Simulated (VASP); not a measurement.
## As: relaxation of cell and atoms with r2SCAN

Crystal: As.

```
As
1.0
     5.06265    0.00000    0.00000
    -2.53132    4.38438    0.00000
     0.00000    0.00000    3.10362
As
3
Direct
  0.00000 0.00000 0.00000
  0.33333 0.66667 0.50000
  0.66667 0.33333 0.50000
```

This isn't the form of As at room conditions, which is rhombohedral.

```json
{"Program": "VASP 6.6.1", "Task": "relaxation of cell and atoms", "Functional": "r2SCAN", "Potentials or basis": "VASP PAW PBE potentials, release 64 (As)", "Cutoff": "600 eV", "k mesh": "6 × 6 × 6", "Occupations": "gaussian, width 0.1 eV", "Spin": "no spin polarisation", "Dipole correction": "no", "Further INCAR settings": "ALGO = Normal; EDIFF = 1e-07; IBRION = 2; EDIFFG = -0.04; NSW = 90; ISIF = 3"}
```

The relaxed volume is 19.14 Å³/atom. The relaxed cell is a = 4.912 Å, b = 4.912 Å, c = 2.748 Å, α = 90.00°, β = 90.00°, γ = 120.00°, the space group after relaxing (to 0.1 Å) is P6/mmm (No. 191) and the energy gained by relaxing is 184.2 meV/atom. The ionic steps are 10. The pressure after relaxing is 0.0 GPa. The band gap on the k mesh is zero (an odd number of electrons rules out a gap without spin polarisation).

The path:
| step | energy change (eV) | largest force (eV/Å) | pressure (GPa) | volume (Å³) |
| --- | --- | --- | --- | --- |
| 1 | 0.0000 | 0.0000 | -10.58 | 68.89 |
| 2 | -0.4559 | 0.0000 | 4.36 | 54.83 |
| 3 | -0.4802 | 0.0000 | 0.60 | 56.99 |
| 4 | -0.5358 | 0.0000 | 0.82 | 56.74 |
| 5 | -0.5288 | 0.0000 | 3.03 | 56.11 |
| 6 | -0.5449 | 0.0000 | 1.71 | 56.43 |
| 7 | -0.5459 | 0.0000 | 1.03 | 56.65 |
| 8 | -0.5488 | 0.0000 | 1.34 | 56.54 |
| 9 | -0.5512 | 0.0000 | -0.75 | 57.95 |
| 10 | -0.5525 | 0.0000 | 0.01 | 57.42 |

Final structure:
```xyz
3
Lattice="4.9123 0.0000 0.0000 -2.4562 4.2542 0.0000 0.0000 0.0000 2.7477" Properties=species:S:1:pos:R:3 pbc="T T T"
As    0.0000    0.0000    0.0000
As    0.0000    2.8361    1.3738
As    2.4562    1.4181    1.3738
```

Levels at points of the mesh, in eV from the Fermi level:
```tsv
k point	band 4	band 5	band 6	band 7	band 8	band 9	band 10	band 11
(0.00, 0.00, 0.00)	-4.90	-4.90	-4.64	-4.64	3.59	5.44	5.44	7.49
(0.50, 0.00, 0.00)	-6.88	-1.68	-1.46	0.85	1.23	2.06	5.27	5.30
(0.00, 0.00, 0.50)	-4.54	-3.78	-3.10	-2.19	-2.19	-0.36	-0.36	0.90
(0.50, 0.00, 0.50)	-6.28	-5.31	-4.27	-3.12	-0.95	1.37	2.26	3.03
```

Run time: 22 min on 1 thread of Intel Xeon 8259CL (shared host), peak memory 0.24 GiB.

Caveat: the volume moved by over 15 % at a fixed basis, so the end points are rough; the PAW data sets were made with another functional, which shifts forces and pressure a little.
